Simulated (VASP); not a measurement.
# Hf3Si2O (P-6m2) in VASP: single point with PBE

Aim: the single point of Hf3Si2O with PBE.

Everything below comes from runs of VASP 6.6.1. Logs are shortened: lines on timing, memory, paths and dates and some standing lists are left out, and cuts for length are marked.

### Step 1. The cell of the first run

Symmetry: P-6m2, No. 187, hexagonal system. The conventional cell has a = 4.499 Å, b = 4.499 Å, c = 5.696 Å, α = 90.00°, β = 90.00°, γ = 120.00°. Hf (site symmetry -6m2) has 3 Hf at 2.60 Å and 2 O at 2.85 Å and 6 Si at 2.89 Å within 3.4 Å. Hf (site symmetry -6m2) has 3 O at 2.60 Å and 2 Hf at 2.85 Å and 6 Si at 3.04 Å within 3.4 Å. Within 3.4 Å of Hf (site symmetry -6m2) lie 5 Hf at 2.60 to 2.85 Å and 6 Si at 2.89 Å. Within 3.4 Å of Si (site symmetry 3m) lie 2 Si at 2.56 to 3.14 Å and 9 Hf at 2.89 to 3.04 Å and 3 O at 3.04 Å. O (site symmetry -6m2) has 5 Hf at 2.60 to 2.85 Å and 6 Si at 3.04 Å within 3.4 Å.

### Step 2. Single point, PBE

Contents of POSCAR:

```
Hf3Si2O
1.0
    4.4990195875      0.0000000000      0.0000000000
   -2.2495097938      3.8962652549      0.0000000000
    0.0000000000      0.0000000000      5.6960328745
Hf Si O
3 2 1
Direct
    0.6666666667      0.3333333333      0.5000000000
    0.0000000000      0.0000000000      0.0000000000
    0.0000000000      0.0000000000      0.5000000000
    0.3333333333      0.6666666667      0.2757182442
    0.3333333333      0.6666666667      0.7242817558
    0.6666666667      0.3333333333      0.0000000000
```

Contents of INCAR.step1:

```
PREC = Accurate
ENCUT = 520
EDIFF = 1E-6
ISMEAR = 0
SIGMA = 0.1
LREAL = False
LASPH = True
NELM = 120
ALGO = Normal
ISIF = 2
LWAVE = False
LCHARG = True
LMAXMIX = 4
GGA = PE
NBANDS = 31
GGA_COMPAT = False
NEDOS = 2001
LORBIT = 11
```

Contents of KPOINTS.step1:

```
Automatic mesh
0
Gamma
  12 12 8
```

Contents of INCAR.step2:

```
PREC = Accurate
ENCUT = 520
EDIFF = 1E-6
ISMEAR = -5
SIGMA = 0.1
LREAL = False
LASPH = True
NELM = 120
ALGO = Normal
ISIF = 2
LWAVE = False
LCHARG = False
LMAXMIX = 4
GGA = PE
LORBIT = 10
NEDOS = 1001
ICHARG = 11
GGA_COMPAT = False
```

Contents of KPOINTS.step2:

```
Automatic mesh
0
Gamma
  18 18 12
```

Potentials or basis: VASP PAW PBE potentials, release 64 (Hf_pv, Si, O).

On the command line:

```bash
cat potpaw_PBE.64/Hf_pv/POTCAR potpaw_PBE.64/Si/POTCAR potpaw_PBE.64/O/POTCAR > POTCAR
cp INCAR.step1 INCAR
cp KPOINTS.step1 KPOINTS
mpirun -np 1 vasp_std > vasp.out
cp INCAR.step2 INCAR
cp KPOINTS.step2 KPOINTS
mpirun -np 1 vasp_std > vasp.out
```

OUTCAR:

```text
PREC = Accurate
   ENCUT = 520
   EDIFF = 1E-6
   ISMEAR = -5
   LREAL = False
   LASPH = True
   NELM = 120
   ISIF = 2
   GGA = PE
   LORBIT = 10
   ICHARG = 11

 ion  position               nearest neighbor table
   1  0.667  0.333  0.500-   3 2.60   3 2.60   3 2.60   6 2.85   6 2.85   5 2.89   4 2.89   5 2.89
                             4 2.89   5 2.89   4 2.89   2 3.85   2 3.85   2 3.85   2 3.85   2 3.85
   2  0.000  0.000  0.000-   6 2.60   6 2.60   6 2.60   3 2.85   3 2.85   5 3.04   4 3.04   4 3.04
                             5 3.04   4 3.04   5 3.04   1 3.85   1 3.85   1 3.85   1 3.85   1 3.85
   3  0.000  0.000  0.500-   1 2.60   1 2.60   1 2.60   2 2.85   2 2.85   4 2.89   5 2.89   4 2.89
                             5 2.89   4 2.89   5 2.89
   4  0.333  0.667  0.276-   5 2.56   1 2.89   1 2.89   3 2.89   3 2.89   3 2.89   1 2.89   2 3.04
                             2 3.04   2 3.04   5 3.14
   5  0.333  0.667  0.724-   4 2.56   1 2.89   1 2.89   3 2.89   3 2.89   3 2.89   1 2.89   2 3.04
                             2 3.04   2 3.04   4 3.14
   6  0.667  0.333  0.000-   2 2.60   2 2.60   2 2.60   1 2.85   1 2.85

  LATTYP: Found a hexagonal cell.
 ALAT       =     4.4990195875
 C/A-ratio  =     1.2660609192

  Lattice vectors:

 A1 = (   4.4990195875,   0.0000000000,   0.0000000000)
 A2 = (  -2.2495097938,   3.8962652549,   0.0000000000)
 A3 = (   0.0000000000,   0.0000000000,   5.6960328745)

Analysis of symmetry for initial positions (statically):
=====================================================================
 Subroutine PRICEL returns:
 Original cell was already a primitive cell.

 Routine SETGRP: Setting up the symmetry group for a
 hexagonal supercell.

 Subroutine GETGRP returns: Found 12 space group operations
 (whereof 12 operations were pure point group operations)
 out of a pool of 24 trial point group operations.

The static configuration has the point symmetry D_3h.

Analysis of symmetry for dynamics (positions and initial velocities):
=====================================================================
 Subroutine PRICEL returns:
 Original cell was already a primitive cell.

 Routine SETGRP: Setting up the symmetry group for a
 hexagonal supercell.

 Subroutine GETGRP returns: Found 12 space group operations
 (whereof 12 operations were pure point group operations)
 out of a pool of 24 trial point group operations.

The dynamic configuration has the point symmetry D_3h.

 Subroutine INISYM returns: Found 12 space group operations
 (whereof 12 operations are pure point group operations),
 and found     1 'primitive' translations

----------------------------------------------------------------------------------------

                                     Primitive cell

  volume of cell :      99.8479

  direct lattice vectors                    reciprocal lattice vectors
     4.499019588  0.000000000  0.000000000     0.222270648  0.128328019  0.000000000
    -2.249509794  3.896265255  0.000000000     0.000000000  0.256656037  0.000000000
     0.000000000  0.000000000  5.696032875     0.000000000  0.000000000  0.175560785

  length of vectors
     4.499019588  4.499019588  5.696032875     0.256656037  0.256656037  0.175560785

  position of ions in fractional coordinates (direct lattice)
     0.666666667  0.333333333  0.500000000
     0.000000000  0.000000000  0.000000000
     0.000000000  0.000000000  0.500000000
     0.333333333  0.666666667  0.275718244
     0.333333333  0.666666667  0.724281756
     0.666666667  0.333333333  0.000000000

  ion indices of the primitive-cell ions
   primitive index   ion index
                 1           1
                 2           2
                 3           3
                 4           4
                 5           5
                 6           6

----------------------------------------------------------------------------------------

 KPOINTS: Automatic mesh

Automatic generation of k-mesh.
 Grid dimensions read from file:
 generate k-points for:   18   18   12

 Generating k-lattice:

  Cartesian coordinates                     Fractional coordinates (reciprocal lattice)
     0.012348369  0.007129334  0.000000000     0.055555556  0.000000000  0.000000000
     0.000000000  0.014258669  0.000000000     0.000000000  0.055555556  0.000000000
     0.000000000  0.000000000  0.014630065     0.000000000  0.000000000  0.083333333

  Length of vectors
     0.014258669  0.014258669  0.014630065

  Shift w.r.t. Gamma in fractional coordinates (k-lattice)
     0.000000000  0.000000000  0.000000000

 TETIRR: Found   3954 inequivalent tetrahedra from    23328

 Subroutine IBZKPT returns following result:
 ===========================================

 Found    259 irreducible k-points:

 Following reciprocal coordinates:
            Coordinates               Weight
  0.000000  0.000000  0.000000      1.000000
  0.055556 -0.000000  0.000000      6.000000
  0.111111 -0.000000  0.000000      6.000000
  0.166667 -0.000000  0.000000      6.000000
  0.222222 -0.000000  0.000000      6.000000
  0.277778 -0.000000  0.000000      6.000000
[... 16 lines left out ...]
  0.333333  0.111111  0.000000     12.000000
  0.388889  0.111111  0.000000     12.000000
 [... further k-points ...]
   k-points           NKPTS =    259   k-points in BZ     NKDIM =    259   number of bands    NBANDS=     26
   number of dos      NEDOS =   1001   number of ions     NIONS =      6
   total plane-waves  NPLWV =  54432
   dimension x,y,z NGX =    36 NGY =   36 NGZ =   42
   dimension x,y,z NGXF=    72 NGYF=   72 NGZF=   84
   ions per type =               3   2   1
   NGX,Y,Z   is equivalent  to a cutoff of  13.30, 13.30, 12.26 a.u.
   NGXF,Y,Z  is equivalent  to a cutoff of  26.61, 26.61, 24.52 a.u.
 SYSTEM =  unknown system
   PREC   = accura    normal or accurate (medium, high low for compatibility)
   ISTART =      0    job   : 0-new  1-cont  2-samecut
   ICHARG =     11    charge: 1-file 2-atom 10-const
   ISPIN  =      1    spin polarized calculation?
   LNONCOLLINEAR =      F non collinear calculations
   LSORBIT =      F    spin-orbit coupling
   LASPH  =      T    aspherical Exc in radial PAW
   ENCUT  =  520.0 eV  38.22 Ry    6.18 a.u.   8.37  8.37 10.59*2*pi/ulx,y,z
   NELM   =    120;   NELMIN=  2; NELMDL=  0     # of ELM steps
   EDIFF  = 0.1E-05   stopping-criterion for ELM
   LREAL  =      F    real-space projection
   EDIFFG = 0.1E-04   stopping-criterion for IOM
   NSW    =      0    number of steps for IOM
   IBRION =     -1    ionic relax: 0-MD 1-quasi-New 2-CG
   NFREE  =      0    steps in history (QN), initial steepest desc. (CG)
   ISIF   =      2    stress and relaxation
   ISYM   =      2    0-nonsym 1-usesym 2-fastsym
   POTIM  = 0.5000    time-step for ionic-motion
   TEBEG  =    0.0;   TEEND  =   0.0 temperature during run
   PSTRESS=    0.0 pullay stress
   NELECT =      44.0000    total number of electrons
   NUPDOWN=      -1.0000    fix difference up-down
   EMIN   =  10.00;   EMAX   =-10.00  energy-range for DOS
   EFERMI =   0.00;   METHOD = LEGACY
   ISMEAR =    -5;   SIGMA  =   0.10  broadening in eV -4-tet -1-fermi 0-gaus
   EFERMI_NEDOS =   21; number of points for ismear=-14 and -15
   IALGO  =     38    algorithm
   IMIX   =      4    mixing-type and parameters
     AMIX     =   0.40;   BMIX     =  1.00
     AMIX_MAG =   1.60;   BMIX_MAG =  1.00
  volume/ion in A,a.u.               =      16.64       112.30
  Fermi-wavevector in a.u.,A,eV,Ry     =   1.245794  2.354209 21.116265  1.552002
  Thomas-Fermi vector in A             =   2.380000
   LORBIT       =     10    0 simple, 1 ext, 2 COOP (PROOUT), +10 PAW based schemes
   GGA     = PE    functional components
   LHFCALC =     F    Hartree Fock is set to
   AEXX    =    0.0000 exact exchange contribution
   IVDW    =     0    specifies the selected vdW correction
   LEPSILON=     F    determine dielectric tensor
   LRPA    =     F    only Hartree local field effects (RPA)
 non-spin polarized calculation
 Fermi weights with tetrahedron method with Bloechl corrections
  energy-cutoff  :      520.00
  volume of cell :       99.85
 maximum number of plane-waves:      2719
 NGX is ok and might be reduce to    36

 number of electron      44.0000000 magnetization

 Free energy of the ion-electron system (eV)
  ---------------------------------------------------
  ext. energy  EPLUGINS =         0.00000000
  ---------------------------------------------------
  free energy    TOTEN  =       -47.03465219 eV

  energy without entropy =      -47.03465219  energy(sigma->0) =      -47.03465219

 E-fermi :   6.4922     XC(G=0): -11.3920

 val. band max:        6.5071617798   @ k =   0.1667   0.1667   0.0000
 cond. band min:       6.3984249653   @ k =   0.3333   0.3333   0.1667
 fundamental gap:     -0.1087368145
 Fermi energy:         6.4922052058

 k-point     1 :       0.0000    0.0000    0.0000
  band No.  band energies     occupation
      1     -25.1744      2.00000
      2     -25.1461      2.00000
      3     -25.1461      2.00000
      4     -24.8732      2.00000
      5     -24.8732      2.00000
      6     -24.3782      2.00000
[... 18 lines left out ...]
     25       8.1194      0.00000
     26       8.3818      0.00000

 k-point     2 :       0.0556   -0.0000    0.0000
  band No.  band energies     occupation
      1     -25.1740      2.00000
      2     -25.1464      2.00000
      3     -25.1464      2.00000
      4     -24.8772      2.00000
      5     -24.8667      2.00000
      6     -24.3777      2.00000
[... 18 lines left out ...]
     25       8.0352      0.00000
[... 608 lines left out ...]
     25       8.4105      0.00000
     26       8.5285      0.00000

 k-point    24 :       0.3889    0.1111    0.0000
  band No.  band energies     occupation
      1     -25.1657      2.00000
      2     -25.1604      2.00000
      3     -25.1567      2.00000
      4     -25.0079      2.00000
      5     -24.5820      2.00000
      6     -24.3589      2.00000
[... 18 lines left out ...]
     25       8.3404      0.00000
     26       8.4588      0.00000

 [... further k-points ...]

------------------------ aborting loop because EDIFF is reached ----------------------------------------

  FORCE on cell =-STRESS in cart. coord.  units (eV):
  Direction    XX          YY          ZZ          XY          YZ          ZX
  --------------------------------------------------------------------------------------
  -------------------------------------------------------------------------------------
  Total       -0.3623351     -0.3623351     -0.3272963      0.0000000      0.0000000      0.0000000
  in kB       -5.8140942     -5.8140942     -5.2518551      0.0000000      0.0000000      0.0000000
  external PRESSURE =      -5.6266811 kB  Pullay stress =       0.0000000 kB

 VOLUME and BASIS-vectors are now :
 -----------------------------------------------------------------------------
  energy-cutoff  :      520.00
  volume of cell :       99.85
      direct lattice vectors                 reciprocal lattice vectors
     4.499019588  0.000000000  0.000000000     0.222270648  0.128328019  0.000000000
    -2.249509794  3.896265255  0.000000000     0.000000000  0.256656037  0.000000000
     0.000000000  0.000000000  5.696032875     0.000000000  0.000000000  0.175560785

 POSITION                                       TOTAL-FORCE (eV/Angst)
 -----------------------------------------------------------------------------------
      2.24951      1.29876      2.84802        -0.000000      0.000000      0.000000
      0.00000      0.00000      0.00000        -0.000000      0.000000      0.000000
      0.00000      0.00000      2.84802         0.000000      0.000000      0.000000
     -0.00000      2.59751      1.57050         0.000000     -0.000000     -0.013081
     -0.00000      2.59751      4.12553         0.000000     -0.000000      0.013081
      2.24951      1.29876      0.00000        -0.000000      0.000000      0.000000
 -----------------------------------------------------------------------------------
    total drift:                               -0.002586      0.001493      0.000000

  FREE ENERGIE OF THE ION-ELECTRON SYSTEM (eV)
  ---------------------------------------------------
  free  energy   TOTEN  =       -47.0346521873 eV

  energy  without entropy=      -47.0346521873  energy(sigma->0) =      -47.03465219

 total charge

# of ion       s       p       d       tot
------------------------------------------
    1        0.383   6.333   1.854   8.570
    2        0.314   6.282   1.416   8.012
    3        0.418   6.453   2.097   8.968
    4        0.775   0.825   0.000   1.600
    5        0.775   0.825   0.000   1.600
    6        1.583   3.252   0.000   4.834
--------------------------------------------------
tot          4.249  23.969   5.367  33.584
```

Run time: 15 min. Hardware: 1 thread of Oxide Virtual Turin-like, shared host; peak memory 0.64 GiB.

What came out:

```
Valence electrons inside the program's atomic spheres : Hf 8.57, 8.01, 8.97; Si 1.60; O 4.83
```

Caveat: spin-orbit coupling is left out, which moves the levels of the heavy elements.
